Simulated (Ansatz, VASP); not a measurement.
**One calculation of Fe, two programs**

```
Fe
1.0
     2.23032    0.00000    0.00000
    -1.11516    1.93152    0.00000
     0.00000    0.00000    4.57628
Fe
2
Cartesian
  0.0000 1.2877 1.1441
  1.1152 0.6438 3.4322
```

Alike in both runs: task single point; functional PBEsol; k mesh 24 × 24 × 14; occupations gaussian, width 0.15 eV; no spin polarisation.

|  | VASP | Ansatz |
| --- | --- | --- |
| version | VASP 6.6.1 | Ansatz 0.2.0 |
| potentials or method | VASP PAW PBE potentials, release 64 (Fe), cutoff 520 eV | scalar-relativistic, plane waves, PAW |
| valence electrons in the cell | 16 | 32 |

|  | VASP | Ansatz | Ansatz less VASP |
| --- | --- | --- | --- |
| gap on the k mesh at the Fermi level (eV) | none | none | - |
| pressure (GPa) | 20.2 | 20.9 | +0.73 |
| traceless stress, the component that is largest in VASP (GPa) | -66.51 | -68.03 | -1.516 |

VASP's potentials were made for PBE, not for PBEsol. A gap of «none» marks a metal or a gap that the smearing closes. VASP's potentials hold 16 valence electrons a cell and Ansatz's 32, so a difference there can come from the potentials and not from the codes.
